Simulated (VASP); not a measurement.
Write the native input for VASP 6.6.1 that does the following.

| Item | Value |
| --- | --- |
| Task | single point |
| Functional | PBE |
| Potentials or basis | VASP PAW PBE potentials, release 64 (Cd, I) |
| Cutoff | 500 eV |
| k mesh | 10 × 10 × 6 |
| Occupations | tetrahedron |
| Spin | no spin polarisation |
| Dipole correction | no |
| Further INCAR settings | ALGO = Normal; EDIFF = 1e-06; NBANDS = 20 |

The structure of CdI2 lies in POSCAR:

```
CdI2
1.0
    4.3297118284      0.0000000000      0.0000000000
   -2.1648559142      3.7496404344      0.0000000000
    0.0000000000      0.0000000000      7.8151329916
Cd I
1 2
Direct
    0.0000000000      0.0000000000      0.0000000000
    0.3333333333      0.6666666667      0.2199462841
    0.6666666667      0.3333333333      0.7800537159
```

The input as run:

INCAR

```
SYSTEM = CdI2
ALGO = Normal
EDIFF = 1E-6
ENCUT = 500
GGA = PE
GGA_COMPAT = .FALSE.
ISIF = 2
ISMEAR = -5
LASPH = .TRUE.
LCHARG = .FALSE.
LREAL = .FALSE.
LWAVE = .FALSE.
NBANDS = 20
NELM = 120
PREC = Accurate
SIGMA = 0.1
```

KPOINTS

```
k-points
0
G
  10 10 6
  0 0 0
```

Potentials or basis: VASP PAW PBE potentials, release 64 (Cd, I).

Run with:

```sh
$ cat potpaw_PBE.64/Cd/POTCAR potpaw_PBE.64/I/POTCAR > POTCAR
$ mpirun -np 1 vasp_std > vasp.out
```

It gave:

The pressure is 0.1 GPa, the largest force is 0.018 eV/Å and the band gap on the k mesh is 2.42 eV (least direct gap 2.54 eV).

Caveat: spin-orbit coupling is left out, which moves the levels of the heavy elements; this functional lacks dispersion, which binds layers or chains, so the pressure and a relaxed spacing across them are unreliable.

It took 69 s on 1 thread of AMD EPYC 9R45 96-Core Processor (Zen 5), on a shared host, peak memory 0.31 GiB.
